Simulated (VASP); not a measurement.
**C: single point with PBEsol+D3(BJ)**

C:

```xyz
4
Lattice="1.2332 0.7120 8.2826 -1.2332 0.7120 8.2826 0.0000 -1.4240 8.2826" Properties=species:S:1:pos:R:3 pbc="T T T"
C     0.0000    0.0000   22.6818
C     0.0000    0.0000    6.1163
C     0.0000    0.0000   18.7315
C     0.0000    0.0000    2.1661
```

| Item | Value |
| --- | --- |
| Program | VASP 6.6.1 |
| Task | single point |
| Functional | PBEsol |
| Dispersion | D3(BJ) |
| Potentials or basis | VASP PAW PBE potentials, release 64 (C) |
| Cutoff | 520 eV |
| k mesh | 11 × 11 × 11 |
| Occupations | fermi-dirac, width 0.1 eV |
| Spin | no spin polarisation |
| Dipole correction | no |
| Further INCAR settings | ALGO = Normal; EDIFF = 1e-07; NBANDS = 16 |

| Property | Result |
| --- | --- |
| Pressure | -2.2 GPa |
| Largest force | 0.007 eV/Å |
| Dispersion energy per atom | -0.087 eV |

Forces in eV/Å, atoms in the order of the input:
```
C    0.000  0.000 -0.002
C    0.000  0.000  0.007
C    0.000  0.000 -0.007
C    0.000  0.000  0.002
```

Stress tensor (GPa, compression positive):
```
-2.53  0.00  0.00
 0.00 -2.53  0.00
 0.00  0.00 -1.63
```

Run time: 14 min on 1 thread of Intel(R) Xeon(R) Platinum 8259CL CPU @ 2.50GHz (Skylake/Cascade Lake), with other jobs on the host, peak memory 0.56 GiB.

Caveat: the PAW data sets were made with another functional, which shifts forces and pressure a little.
